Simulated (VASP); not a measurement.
# TiSi2 (Immm) in VASP: a series of runs

TiSi2 is run at these levels: LDA; tasks: single point.

Everything below comes from runs of VASP 6.6.1. Logs are shortened: lines on timing, memory, paths and dates and some standing lists are left out, and cuts for length are marked.

## 1. The cell of the first run

Symmetry: Immm, No. 71, orthorhombic system. Conventional cell: a = 2.882 Å, b = 3.340 Å, c = 8.201 Å, α = 90.00°, β = 90.00°, γ = 90.00°. Ti (site symmetry mmm) has 10 Si at 2.55 to 2.81 Å and 4 Ti at 2.88 to 3.34 Å within 3.4 Å. Si (site symmetry mm2) has 5 Ti at 2.55 to 2.81 Å and 9 Si at 2.57 to 3.34 Å within 3.4 Å.

## 2. Single point, LDA (atoms shifted along a free coordinate)

INCAR

```
SYSTEM = TiSi2
ALGO     = Normal         ! electronic algorithm
EDIFF    = 1E-6           ! SCF threshold, eV
ENCUT    = 520            ! plane-wave cutoff, eV
GGA      = CA             ! functional
ISIF     = 2              ! what is computed and relaxed
ISMEAR   = 0              ! smearing method
LASPH    = .True.         ! aspherical terms in the spheres
LCHARG   = .False.        ! write CHGCAR
LREAL    = .False.        ! projectors in reciprocal space
LWAVE    = .False.        ! write WAVECAR
NBANDS   = 17             ! bands
NELM     = 60             ! most SCF steps
PREC     = Accurate       ! precision mode
SIGMA    = 0.15           ! smearing width, eV
```

KPOINTS

```
k-points
0
Gamma
  18 18 18
  0 0 0
```

POSCAR

```
TiSi2
1.0
   -1.4410529458      1.6701060708      4.1004087654
    1.4410529458     -1.6701060708      4.1004087654
    1.4410529458      1.6701060708     -4.1004087654
Ti Si
1 2
Direct
    0.0000000000      0.0000000000      0.0000000000
    0.3430135366      0.3430135366      0.0000000000
    0.6569864634      0.6569864634      0.0000000000
```

Potentials or basis: VASP PAW LDA potentials, release 64 (Ti_sv, Si).

On the command line:

```bash
$ cat potpaw_LDA.64/Ti_sv/POTCAR potpaw_LDA.64/Si/POTCAR > POTCAR
$ mpirun -np 1 vasp_std > vasp.out
```

OUTCAR:

```text
SYSTEM = TiSi2
   EDIFF = 1E-6
   ENCUT = 520
   GGA = CA
   ISIF = 2
   ISMEAR = 0
   LASPH = .True.
   LREAL = .False.
   NELM = 60
   PREC = Accurate

 ion  position               nearest neighbor table
   1  0.000  0.000  0.000-   3 2.55   3 2.55   3 2.55   2 2.55   3 2.55   2 2.55   2 2.55   2 2.55
                             2 2.81   3 2.81
   2  0.343  0.343  0.000-   1 2.55   1 2.55   1 2.55   1 2.55   3 2.57   3 2.68   3 2.68   3 2.68
                             3 2.68   1 2.81
   3  0.657  0.657  0.000-   1 2.55   1 2.55   1 2.55   1 2.55   2 2.57   2 2.68   2 2.68   2 2.68
                             2 2.68   1 2.81

  LATTYP: Found a body centered orthorhombic cell.
 ALAT       =     2.8821058916
 B/A-ratio  =     1.1589484451
 C/A-ratio  =     2.8454254768

  Lattice vectors:

 A1 = (  -1.4410529458,   1.6701060708,   4.1004087654)
 A2 = (   1.4410529458,  -1.6701060708,   4.1004087654)
 A3 = (   1.4410529458,   1.6701060708,  -4.1004087654)

Analysis of symmetry for initial positions (statically):
=====================================================================
 Subroutine PRICEL returns:
 Original cell was already a primitive cell.

 Routine SETGRP: Setting up the symmetry group for a
 body centered orthorhombic supercell.

 Subroutine GETGRP returns: Found  8 space group operations
 (whereof  8 operations were pure point group operations)
 out of a pool of  8 trial point group operations.

The static configuration has the point symmetry D_2h.

Analysis of symmetry for dynamics (positions and initial velocities):
=====================================================================
 Subroutine PRICEL returns:
 Original cell was already a primitive cell.

 Routine SETGRP: Setting up the symmetry group for a
 body centered orthorhombic supercell.

 Subroutine GETGRP returns: Found  8 space group operations
 (whereof  8 operations were pure point group operations)
 out of a pool of  8 trial point group operations.

The dynamic configuration has the point symmetry D_2h.

 Subroutine INISYM returns: Found  8 space group operations
 (whereof  8 operations are pure point group operations),
 and found     1 'primitive' translations

----------------------------------------------------------------------------------------

                                     Primitive cell

  volume of cell :      39.4740

  direct lattice vectors                    reciprocal lattice vectors
    -1.441052946  1.670106071  4.100408765     0.000000000  0.299382182  0.121939062
     1.441052946 -1.670106071  4.100408765     0.346968515  0.000000000  0.121939062
     1.441052946  1.670106071 -4.100408765     0.346968515  0.299382182  0.000000000

  length of vectors
     4.656097070  4.656097070  4.656097070     0.323262782  0.367772056  0.458275944

  position of ions in fractional coordinates (direct lattice)
     0.000000000  0.000000000  0.000000000
     0.343013537  0.343013537  0.000000000
     0.656986463  0.656986463  0.000000000

  ion indices of the primitive-cell ions
   primitive index   ion index
                 1           1
                 2           2
                 3           3

----------------------------------------------------------------------------------------

 KPOINTS: k-points

Automatic generation of k-mesh.
 Grid dimensions read from file:
 generate k-points for:   18   18   18

 Generating k-lattice:

  Cartesian coordinates                     Fractional coordinates (reciprocal lattice)
     0.000000000  0.016632343  0.006774392     0.055555556  0.000000000  0.000000000
     0.019276029  0.000000000  0.006774392     0.000000000  0.055555556  0.000000000
     0.019276029  0.016632343  0.000000000     0.000000000  0.000000000  0.055555556

  Length of vectors
     0.017959043  0.020431781  0.025459775

  Shift w.r.t. Gamma in fractional coordinates (k-lattice)
     0.000000000  0.000000000  0.000000000

 Subroutine IBZKPT returns following result:
 ===========================================

 Found    865 irreducible k-points:

 Following reciprocal coordinates:
            Coordinates               Weight
  0.000000  0.000000  0.000000      1.000000
  0.055556  0.000000 -0.000000      4.000000
  0.111111  0.000000 -0.000000      4.000000
  0.166667  0.000000 -0.000000      4.000000
  0.222222  0.000000  0.000000      4.000000
  0.277778 -0.000000  0.000000      4.000000
[... 16 lines left out ...]
 -0.333333  0.055556 -0.000000      8.000000
 -0.277778  0.055556 -0.000000      8.000000
 [... further k-points ...]
   k-points           NKPTS =    865   k-points in BZ     NKDIM =    865   number of bands    NBANDS=     17
   number of dos      NEDOS =    301   number of ions     NIONS =      3
   total plane-waves  NPLWV =  46656
   dimension x,y,z NGX =    36 NGY =   36 NGZ =   36
   dimension x,y,z NGXF=    72 NGYF=   72 NGZF=   72
   ions per type =               1   2
   NGX,Y,Z   is equivalent  to a cutoff of  12.85, 12.85, 12.85 a.u.
   NGXF,Y,Z  is equivalent  to a cutoff of  25.71, 25.71, 25.71 a.u.
 SYSTEM =  TiSi2
   PREC   = accura    normal or accurate (medium, high low for compatibility)
   ISTART =      0    job   : 0-new  1-cont  2-samecut
   ICHARG =      2    charge: 1-file 2-atom 10-const
   ISPIN  =      1    spin polarized calculation?
   LNONCOLLINEAR =      F non collinear calculations
   LSORBIT =      F    spin-orbit coupling
   LASPH  =      T    aspherical Exc in radial PAW
   ENCUT  =  520.0 eV  38.22 Ry    6.18 a.u.   8.66  8.66  8.66*2*pi/ulx,y,z
   NELM   =     60;   NELMIN=  2; NELMDL= -5     # of ELM steps
   EDIFF  = 0.1E-05   stopping-criterion for ELM
   LREAL  =      F    real-space projection
   EDIFFG = 0.1E-04   stopping-criterion for IOM
   NSW    =      0    number of steps for IOM
   IBRION =     -1    ionic relax: 0-MD 1-quasi-New 2-CG
   NFREE  =      0    steps in history (QN), initial steepest desc. (CG)
   ISIF   =      2    stress and relaxation
   ISYM   =      2    0-nonsym 1-usesym 2-fastsym
   POTIM  = 0.5000    time-step for ionic-motion
   TEBEG  =    0.0;   TEEND  =   0.0 temperature during run
   PSTRESS=    0.0 pullay stress
   NELECT =      20.0000    total number of electrons
   NUPDOWN=      -1.0000    fix difference up-down
   EMIN   =  10.00;   EMAX   =-10.00  energy-range for DOS
   EFERMI =   0.00;   METHOD = LEGACY
   ISMEAR =     0;   SIGMA  =   0.15  broadening in eV -4-tet -1-fermi 0-gaus
   EFERMI_NEDOS =   21; number of points for ismear=-14 and -15
   IALGO  =     38    algorithm
   IMIX   =      4    mixing-type and parameters
     AMIX     =   0.40;   BMIX     =  1.00
     AMIX_MAG =   1.60;   BMIX_MAG =  1.00
  volume/ion in A,a.u.               =      13.16        88.79
  Fermi-wavevector in a.u.,A,eV,Ry     =   1.305112  2.466304 23.175039  1.703317
  Thomas-Fermi vector in A             =   2.436003
   LORBIT       =      0    0 simple, 1 ext, 2 COOP (PROOUT), +10 PAW based schemes
   GGA     = CA    functional components
   LHFCALC =     F    Hartree Fock is set to
   AEXX    =    0.0000 exact exchange contribution
   IVDW    =     0    specifies the selected vdW correction
   LEPSILON=     F    determine dielectric tensor
   LRPA    =     F    only Hartree local field effects (RPA)
 non-spin polarized calculation
 Gauss-broadening in eV      SIGMA  =   0.15
  energy-cutoff  :      520.00
  volume of cell :       39.47
 maximum number of plane-waves:      1090
   NGX = 17   NGY = 17   NGZ = 17

 number of electron      20.0000002 magnetization

 Free energy of the ion-electron system (eV)
  ---------------------------------------------------
  ext. energy  EPLUGINS =         0.00000000
  ---------------------------------------------------
  free energy    TOTEN  =       -21.82134947 eV

  energy without entropy =      -21.80675899  energy(sigma->0) =      -21.81405423

 E-fermi :  10.6902     XC(G=0): -12.1694

 val. band max:       10.6900182997   @ k =  -0.2778  -0.4444   0.1667
 cond. band min:      10.6956243039   @ k =   0.5000   0.5000   0.3333
 fundamental gap:      0.0056060042
 Fermi energy:        10.6902264679

 k-point     1 :       0.0000    0.0000    0.0000
  band No.  band energies     occupation
      1     -44.5210      2.00000
      2     -21.2677      2.00000
      3     -21.2618      2.00000
      4     -20.9524      2.00000
      5      -1.9687      2.00000
      6       5.3453      2.00000
[... 9 lines left out ...]
     16      16.8481      0.00000
     17      17.2442      0.00000

 k-point     2 :       0.0556    0.0000   -0.0000
  band No.  band energies     occupation
      1     -44.5207      2.00000
      2     -21.2674      2.00000
      3     -21.2663      2.00000
      4     -20.9521      2.00000
      5      -1.9194      2.00000
      6       5.2900      2.00000
[... 9 lines left out ...]
     16      16.8247      0.00000
     17      17.3228      0.00000

 k-point     3 :       0.1111    0.0000   -0.0000
  band No.  band energies     occupation
      1     -44.5198      2.00000
      2     -21.2791      2.00000
      3     -21.2663      2.00000
      4     -20.9512      2.00000
      5      -1.7727      2.00000
      6       5.1344      2.00000
[... 9 lines left out ...]
     16      16.8010      0.00000
     17      17.7087      0.00000

 k-point     4 :       0.1667    0.0000   -0.0000
  band No.  band energies     occupation
      1     -44.5184      2.00000
      2     -21.2985      2.00000
      3     -21.2648      2.00000
      4     -20.9498      2.00000
      5      -1.5314      2.00000
      6       4.8899      2.00000
[... 9 lines left out ...]
     16      17.4313      0.00000
     17      17.9358      0.00000

 k-point     5 :       0.2222    0.0000    0.0000
  band No.  band energies     occupation
      1     -44.5167      2.00000
      2     -21.3223      2.00000
      3     -21.2629      2.00000
      4     -20.9481      2.00000
      5      -1.2003      2.00000
      6       4.5490      2.00000
[... 9 lines left out ...]
     16      18.0229      0.00000
     17      18.7888      0.00000

 k-point     6 :       0.2778   -0.0000    0.0000
  band No.  band energies     occupation
      1     -44.5149      2.00000
      2     -21.3476      2.00000
      3     -21.2608      2.00000
      4     -20.9463      2.00000
      5      -0.7861      2.00000
      6       4.0976      2.00000
[... 9 lines left out ...]
     16      18.4003      0.00000
     17      19.1616      0.00000
[... 281 lines left out ...]
 k-point    21 :      -0.4444    0.0556    0.0000
  band No.  band energies     occupation
      1     -44.5094      2.00000
      2     -21.4004      2.00000
      3     -21.2544      2.00000
      4     -20.9560      2.00000
      5       0.8087      2.00000
      6       2.4185      2.00000
[... 9 lines left out ...]
     16      17.7698      0.00000
     17      19.1737      0.00000

 k-point    22 :      -0.3889    0.0556    0.0000
  band No.  band energies     occupation
      1     -44.5103      2.00000
      2     -21.3880      2.00000
      3     -21.2552      2.00000
      4     -20.9569      2.00000
      5       0.2290      2.00000
      6       3.0737      2.00000
[... 9 lines left out ...]
     16      18.1544      0.00000
     17      19.6603      0.00000

 k-point    23 :      -0.3333    0.0556   -0.0000
  band No.  band energies     occupation
      1     -44.5117      2.00000
      2     -21.3690      2.00000
      3     -21.2567      2.00000
      4     -20.9583      2.00000
      5      -0.3117      2.00000
      6       3.7261      2.00000
[... 9 lines left out ...]
     16      18.5357      0.00000
     17      19.5273      0.00000

 k-point    24 :      -0.2778    0.0556   -0.0000
  band No.  band energies     occupation
      1     -44.5134      2.00000
      2     -21.3455      2.00000
      3     -21.2585      2.00000
      4     -20.9601      2.00000
      5      -0.7893      2.00000
      6       4.3335      2.00000
[... 9 lines left out ...]
     16      18.6090      0.00000
     17      19.1532      0.00000

 [... further k-points ...]

------------------------ aborting loop because EDIFF is reached ----------------------------------------

  FORCE on cell =-STRESS in cart. coord.  units (eV):
  Direction    XX          YY          ZZ          XY          YZ          ZX
  --------------------------------------------------------------------------------------
  -------------------------------------------------------------------------------------
  Total        1.4224600      2.3153686      1.3146270      0.0000000      0.0000000      0.0000000
  in kB       57.7350465     93.9765706     53.3583015      0.0000000      0.0000000      0.0000000
  external PRESSURE =      68.3566395 kB  Pullay stress =       0.0000000 kB

 VOLUME and BASIS-vectors are now :
 -----------------------------------------------------------------------------
  energy-cutoff  :      520.00
  volume of cell :       39.47
      direct lattice vectors                 reciprocal lattice vectors
    -1.441052946  1.670106071  4.100408765     0.000000000  0.299382182  0.121939062
     1.441052946 -1.670106071  4.100408765     0.346968515  0.000000000  0.121939062
     1.441052946  1.670106071 -4.100408765     0.346968515  0.299382182  0.000000000

 POSITION                                       TOTAL-FORCE (eV/Angst)
 -----------------------------------------------------------------------------------
      0.00000      0.00000      0.00000         0.000000     -0.000000      0.000000
      0.00000      0.00000      2.81299         0.000000     -0.000000     -1.157334
      0.00000      0.00000      5.38783        -0.000000      0.000000      1.157334
 -----------------------------------------------------------------------------------
    total drift:                                0.000000     -0.000000      0.000000

  FREE ENERGIE OF THE ION-ELECTRON SYSTEM (eV)
  ---------------------------------------------------
  free  energy   TOTEN  =       -21.8213494692 eV

  energy  without entropy=      -21.8067589914  energy(sigma->0) =      -21.81405423
```

Run time: 13 min. Hardware: 1 thread of Intel Xeon Platinum 8488C (Sapphire Rapids), shared host; peak memory 0.63 GiB.

What came out:

```yaml
Free_energy: -21.8213 eV
Pressure: 6.8 GPa
Largest_force: 1.157 eV/Å
Band_gap_on_the_k_mesh: zero (bands 10 and 11 overlap by 2.76 eV)
```

Forces in eV/Å, atoms in the order of the input:
```
Ti   0.000  0.000  0.000
Si   0.000  0.000 -1.157
Si   0.000  0.000  1.157
```

Stress tensor (GPa, compression positive):
```
5.77 0.00 0.00
0.00 9.40 0.00
0.00 0.00 5.34
```

Caveat: the cell differs from its parent crystal (atoms shifted along a free coordinate); the cell stands under pressure; forces of over 1 eV/Å act on the atoms, so gaps and moduli don't describe the material at rest.

(Continued in part 2 of 2.)
